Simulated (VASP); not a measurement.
# CaS (Oldhamite) (Fm-3m) in VASP: a series of runs

The runs below take CaS (Oldhamite) through single point, with r2SCAN.

All numbers are computed with VASP 6.6.1; they aren't measurements. Logs are shortened: lines on timing, memory, paths and dates and some standing lists are left out, and cuts for length are marked.

## (1) The cell of the first run

Symmetry: Fm-3m, No. 225, cubic system. Conventional cell: a = 5.590 Å, b = 5.590 Å, c = 5.590 Å, α = 90.00°, β = 90.00°, γ = 90.00°. Within 3.7 Å of Ca (site symmetry m-3m) lie 6 S at 2.79 Å. S (site symmetry m-3m) has 6 Ca at 2.79 Å within 3.7 Å.

## (2) Single point, r2SCAN

The input, POSCAR:

```
CaS
1.0
    0.0000000000      2.7948042486      2.7948042486
    2.7948042486      0.0000000000      2.7948042486
    2.7948042486      2.7948042486      0.0000000000
Ca S
1 1
Direct
    0.0000000000      0.0000000000      0.0000000000
    0.5000000000      0.5000000000      0.5000000000
```

The input, INCAR.step1:

```
PREC = Accurate
ENCUT = 550
ISMEAR = 0
SIGMA = 0.01
LREAL = False
LASPH = True
NELM = 120
NBANDS = 15
GGA = PE
ALGO = Normal
EDIFF = 1E-5
LWAVE = True
LCHARG = False
GGA_COMPAT = False
```

The input, INCAR.step2:

```
PREC = Accurate
ENCUT = 550
EDIFF = 1E-6
ISMEAR = 0
SIGMA = 0.01
LREAL = False
LASPH = True
NELM = 120
ALGO = Normal
ISIF = 2
LWAVE = False
LCHARG = False
METAGGA = R2SCAN
LMIXTAU = True
NBANDS = 15
ISTART = 1
GGA_COMPAT = False
```

The input, KPOINTS:

```
Automatic mesh
0
Gamma
  5 5 5
```

Potentials or basis: VASP PAW PBE potentials, release 64 (Ca_sv, S).

Started as:

```sh
> cat potpaw_PBE.64/Ca_sv/POTCAR potpaw_PBE.64/S/POTCAR > POTCAR
> cp INCAR.step1 INCAR
> mpirun -np 1 vasp_std > vasp.out
> cp INCAR.step2 INCAR
> mpirun -np 1 vasp_std > vasp.out
```

OUTCAR:

```text
PREC = Accurate
   ENCUT = 550
   EDIFF = 1E-6
   ISMEAR = 0
   LREAL = False
   LASPH = True
   NELM = 120
   ISIF = 2
   METAGGA = R2SCAN
   ISTART = 1

 ion  position               nearest neighbor table
   1  0.000  0.000  0.000-   2 2.79   2 2.79   2 2.79   2 2.79   2 2.79   2 2.79
   2  0.500  0.500  0.500-   1 2.79   1 2.79   1 2.79   1 2.79   1 2.79   1 2.79

  LATTYP: Found a face centered cubic cell.
 ALAT       =     5.5896084972

  Lattice vectors:

 A1 = (   0.0000000000,   2.7948042486,   2.7948042486)
 A2 = (   2.7948042486,   0.0000000000,   2.7948042486)
 A3 = (   2.7948042486,   2.7948042486,   0.0000000000)

Analysis of symmetry for initial positions (statically):
=====================================================================
 Subroutine PRICEL returns:
 Original cell was already a primitive cell.

 Routine SETGRP: Setting up the symmetry group for a
 face centered cubic supercell.

 Subroutine GETGRP returns: Found 48 space group operations
 (whereof 48 operations were pure point group operations)
 out of a pool of 48 trial point group operations.

The static configuration has the point symmetry O_h .

Analysis of symmetry for dynamics (positions and initial velocities):
=====================================================================
 Subroutine PRICEL returns:
 Original cell was already a primitive cell.

 Routine SETGRP: Setting up the symmetry group for a
 face centered cubic supercell.

 Subroutine GETGRP returns: Found 48 space group operations
 (whereof 48 operations were pure point group operations)
 out of a pool of 48 trial point group operations.

The dynamic configuration has the point symmetry O_h .

 Subroutine INISYM returns: Found 48 space group operations
 (whereof 48 operations are pure point group operations),
 and found     1 'primitive' translations

----------------------------------------------------------------------------------------

                                     Primitive cell

  volume of cell :      43.6600

  direct lattice vectors                    reciprocal lattice vectors
     0.000000000  2.794804249  2.794804249    -0.178903406  0.178903406  0.178903406
     2.794804249  0.000000000  2.794804249     0.178903406 -0.178903406  0.178903406
     2.794804249  2.794804249  0.000000000     0.178903406  0.178903406 -0.178903406

  length of vectors
     3.952450073  3.952450073  3.952450073     0.309869789  0.309869789  0.309869789

  position of ions in fractional coordinates (direct lattice)
     0.000000000  0.000000000  0.000000000
     0.500000000  0.500000000  0.500000000

  ion indices of the primitive-cell ions
   primitive index   ion index
                 1           1
                 2           2
[... 71 lines left out ...]
   EFERMI =   0.00;   METHOD = LEGACY
   ISMEAR =     0;   SIGMA  =   0.01  broadening in eV -4-tet -1-fermi 0-gaus
   EFERMI_NEDOS =   21; number of points for ismear=-14 and -15
   IALGO  =     38    algorithm
   IMIX   =      4    mixing-type and parameters
     AMIX     =   0.40;   BMIX     =  1.00
     AMIX_MAG =   1.60;   BMIX_MAG =  1.00
  volume/ion in A,a.u.               =      21.83       147.32
  Fermi-wavevector in a.u.,A,eV,Ry     =   1.171530  2.213871 18.673760  1.372483
  Thomas-Fermi vector in A             =   2.307972
   LORBIT       =      0    0 simple, 1 ext, 2 COOP (PROOUT), +10 PAW based schemes
   METAGGA = R2SCAN    functional components
   LHFCALC =     F    Hartree Fock is set to
   AEXX    =    0.0000 exact exchange contribution
   IVDW    =     0    specifies the selected vdW correction
   LEPSILON=     F    determine dielectric tensor
   LRPA    =     F    only Hartree local field effects (RPA)
 non-spin polarized calculation
 Gauss-broadening in eV      SIGMA  =   0.01
  energy-cutoff  :      550.00
  volume of cell :       43.66
 maximum number of plane-waves:      1296
 NGX is ok and might be reduce to    30
   NGX = 15   NGY = 15   NGZ = 15

 number of electron      15.9999997 magnetization

 Free energy of the ion-electron system (eV)
  ---------------------------------------------------
  ext. energy  EPLUGINS =         0.00000000
  ---------------------------------------------------
  free energy    TOTEN  =       -19.90445240 eV

  energy without entropy =      -19.90445240  energy(sigma->0) =      -19.90445240

 E-fermi :   3.0262     XC(G=0): -10.0419

 val. band max:        2.9026884255   @ k =   0.0000   0.0000   0.0000
 cond. band min:       5.7034507125   @ k =   0.4000   0.4000   0.0000
 fundamental gap:      2.8007622870
 Fermi energy:         3.0262397067

 k-point     1 :       0.0000    0.0000    0.0000
  band No.  band energies     occupation
      1     -37.6261      2.00000
      2     -17.7342      2.00000
      3     -17.7342      2.00000
      4     -17.7342      2.00000
      5      -9.0879      2.00000
      6       2.9027      2.00000
      7       2.9027      2.00000
      8       2.9027      2.00000
      9       7.5517      0.00000
     10       7.5517      0.00000
     11       7.5517      0.00000
     12       8.2145      0.00000
     13       8.2360      0.00000
     14       8.2360      0.00000
[... 149 lines left out ...]
      2     -17.8750      2.00000
      3     -17.8208      2.00000
      4     -17.7862      2.00000
      5      -8.2473      2.00000
      6       0.5133      2.00000
      7       1.2974      2.00000
      8       1.5025      2.00000
      9       7.6241      0.00000
     10       9.2067      0.00000
     11       9.6705      0.00000
     12      10.3985      0.00000
     13      10.7358      0.00000
     14      12.3748      0.00000
     15      13.3328      0.00000

------------------------ aborting loop because EDIFF is reached ----------------------------------------

  FORCE on cell =-STRESS in cart. coord.  units (eV):
  Direction    XX          YY          ZZ          XY          YZ          ZX
  --------------------------------------------------------------------------------------
  -------------------------------------------------------------------------------------
  Total        1.1704686      1.1704686      1.1704686      0.0000000      0.0000000      0.0000000
  in kB       42.9522736     42.9522736     42.9522736      0.0000000      0.0000000      0.0000000
  external PRESSURE =      42.9522736 kB  Pullay stress =       0.0000000 kB

 VOLUME and BASIS-vectors are now :
 -----------------------------------------------------------------------------
  energy-cutoff  :      550.00
  volume of cell :       43.66
      direct lattice vectors                 reciprocal lattice vectors
     0.000000000  2.794804249  2.794804249    -0.178903406  0.178903406  0.178903406
     2.794804249  0.000000000  2.794804249     0.178903406 -0.178903406  0.178903406
     2.794804249  2.794804249  0.000000000     0.178903406  0.178903406 -0.178903406

 POSITION                                       TOTAL-FORCE (eV/Angst)
 -----------------------------------------------------------------------------------
      0.00000      0.00000      0.00000         0.000000      0.000000      0.000000
      2.79480      2.79480      2.79480        -0.000000     -0.000000     -0.000000
 -----------------------------------------------------------------------------------
    total drift:                               -0.000000      0.000000      0.000000

  FREE ENERGIE OF THE ION-ELECTRON SYSTEM (eV)
  ---------------------------------------------------
  free  energy   TOTEN  =       -19.9044523958 eV

  energy  without entropy=      -19.9044523958  energy(sigma->0) =      -19.90445240
```

OUTCAR.step1:

```text
PREC = Accurate
   ENCUT = 550
   ISMEAR = 0
   LREAL = False
   LASPH = True
[... 385 lines left out ...]
      0.00000      0.00000      0.00000         0.000000      0.000000      0.000000
      2.79480      2.79480      2.79480        -0.000000      0.000000     -0.000000
 -----------------------------------------------------------------------------------
    total drift:                               -0.000000      0.000000      0.000000

  FREE ENERGIE OF THE ION-ELECTRON SYSTEM (eV)
  ---------------------------------------------------
  free  energy   TOTEN  =       -10.3219587295 eV

  energy  without entropy=      -10.3219587295  energy(sigma->0) =      -10.32195873
```

It took 37 s on 1 thread of AMD EPYC 7R13 (Zen 3), shared host; peak memory 0.15 GiB.

Results:

```yaml
Free_energy: -19.9045 eV
Pressure: 4.3 GPa
Band_gap_on_the_k_mesh: 2.80 eV, indirect (least direct gap 3.62 eV)
```

Caveat: the PAW data sets were made with another functional, which shifts forces and pressure a little.

[end of part 1 of 3]
